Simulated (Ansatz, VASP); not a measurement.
# Two plane-wave programs on Eu

Contents of INCAR:

```
PREC     = Accurate       # precision mode
ENCUT    = 600            # plane-wave cutoff, eV
EDIFF    = 1E-6           # SCF threshold, eV
ISMEAR   = 1              # smearing method
SIGMA    = 0.1            # smearing width, eV
LREAL    = False          # projectors in reciprocal space
LASPH    = True           # aspherical terms in the spheres
NELM     = 150            # most SCF steps
ALGO     = Normal         # electronic algorithm
ISIF     = 3              # what is computed and relaxed
LWAVE    = False          # write WAVECAR
LCHARG   = False          # write CHGCAR
ISPIN    = 2              # spin polarisation
MAGMOM   = 7              # initial moments
LORBIT   = 11             # projections on sites
LMAXMIX  = 6              # l up to which the mixer works
LDAU     = True           # DFT+U
LDAUTYPE = 2            
LDAUL    = 3              # shell
LDAUU    = 4              # U, eV
LDAUJ    = 0            
LDAUPRINT= 1            
GGA      = PE             # functional
IBRION   = 2              # ionic algorithm
NSW      = 60             # ionic steps
EDIFFG   = -0.01          # ionic threshold
```

The input KPOINTS:

```
Automatic mesh
0
Gamma
  8 8 8
```

File POSCAR:

```
Eu
1.0
   -2.3030000000      2.3030000000      2.3030000000
    2.3030000000     -2.3030000000      2.3030000000
    2.3030000000      2.3030000000     -2.3030000000
Eu
1
Direct
    0.0000000000      0.0000000000      0.0000000000
```

File input.yaml:

```yaml
crystal:
  lattice:
    - [-2.303, 2.303, 2.303]
    - [2.303, -2.303, 2.303]
    - [2.303, 2.303, -2.303]
  atoms:
    - { symbol: Eu, position: [0.0, 0.0, 0.0], spin: 7.0 }
hamiltonian:
  xc: pbe
  pseudopotentials: { kind: paw, accuracy: standard }
  hubbard:
    sites: [{ species: Eu, l: f, u_eff: 4.0 }]
    projectors: all-electron-atomic
    double_counting: fll
magnetization:
  spin_polarized: true
kpoints:
  mp_grid: { grid: [8, 8, 8] }
scf:
  occupations: { method: methfessel_paxton, width: 0.1 }
output:
  forces: true
  stress: true
relax:
  f_tol: 0.01
  max_steps: 40
  cell: { stress_tol: 0.05 }
```

Alike in both runs: task relaxation of cell and atoms; functional PBE; k mesh 8 × 8 × 8; occupations methfessel-paxton of order 1, width 0.1 eV; collinear spin; Hubbard terms Eu f U = 4.0 eV.

|  | VASP | Ansatz |
| --- | --- | --- |
| version | VASP 6.6.1 | Ansatz 0.2.0 |
| potentials or method | VASP PAW PBE potentials, release 64 (Eu) | SSSP efficiency PAW |
| plane-wave cutoff (eV) | 600 | 544 |
| valence electrons in the cell | 17 | 17 |

Ansatz gave:

* net moment per atom (μB): 7.23
* size of the moment on the site where the two differ most (μB): 7.04
* relaxed volume (Å³/atom): 44.17
* relaxed cell length with the largest relative difference (Å): 3.857

Task: Which values does VASP return?

Result: net moment per atom (μB): 7.23; size of the moment on the site where the two differ most (μB): 6.76; relaxed volume (Å³/atom): 46.59; relaxed cell length with the largest relative difference (Å): 3.926.

Site moments also hang on the region over which each program counts them. The programs project onto different local orbitals, so the same U acts differently, and such runs can settle in different states.

Neither program's run includes spin-orbit coupling. Noted on Ansatz's run: the magnetic or orbital state may not be the lowest; the plane-wave basis is chosen anew once the cell has moved, so the energies of steps on either side of that aren't comparable.
